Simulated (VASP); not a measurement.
Set up this calculation in VASP 6.6.1, as the native input.

- Task: single point
- Functional: PBE
- Potentials or basis: VASP PAW PBE potentials, release 64 (C)
- Cutoff: 520 eV
- k mesh: 20 × 20 × 20
- Occupations: fermi-dirac, width 0.08 eV
- Spin: no spin polarisation
- Dipole correction: no
- Further INCAR settings: ALGO = Normal; EDIFF = 1e-07; NBANDS = 11

The structure of C lies in POSCAR:

```
C
1.0
    0.0000000000      1.8190680000      1.7834000000
    1.8190680000      0.0000000000      1.7834000000
    1.8190680000      1.8190680000      0.0000000000
C
2
Direct
    0.5000000000      0.5000000000      0.5000000000
    0.7500000000      0.7500000000      0.7500000000
```

This cell differs from its parent crystal: equal xx and yy strain of +2 %.

These files were run (other wordings do the same):

INCAR

```
SYSTEM = C
ALGO     = Normal         ! electronic algorithm
EDIFF    = 1E-7           ! SCF threshold, eV
ENCUT    = 520            ! plane-wave cutoff, eV
GGA      = PE             ! functional
ISIF     = 2              ! what is computed and relaxed
ISMEAR   = -1             ! smearing method
LASPH    = .TRUE.         ! aspherical terms in the spheres
LCHARG   = .FALSE.        ! write CHGCAR
LREAL    = .FALSE.        ! projectors in reciprocal space
LWAVE    = .FALSE.        ! write WAVECAR
NBANDS   = 11             ! bands
NELM     = 60             ! most SCF steps
PREC     = Accurate       ! precision mode
SIGMA    = 0.08           ! smearing width, eV
```

KPOINTS

```
k-points
0
G
  20 20 20
  0 0 0
```

Potentials or basis: VASP PAW PBE potentials, release 64 (C).

The run is started by

```bash
$ cat potpaw_PBE.64/C/POTCAR > POTCAR
$ mpirun -np 1 vasp_std > vasp.out
```

It gave:

| Property | Result |
| --- | --- |
| Pressure | -13.9 GPa |
| Band gap on the k mesh | 3.56 eV, indirect (least direct gap 5.13 eV) |

Caveat: the cell differs from its parent crystal (equal xx and yy strain of +2 %).

Wall time 26 s on 1 thread of Intel(R) Xeon(R) 6975P-C (Granite Rapids) (shared host), peak memory 0.17 GiB.
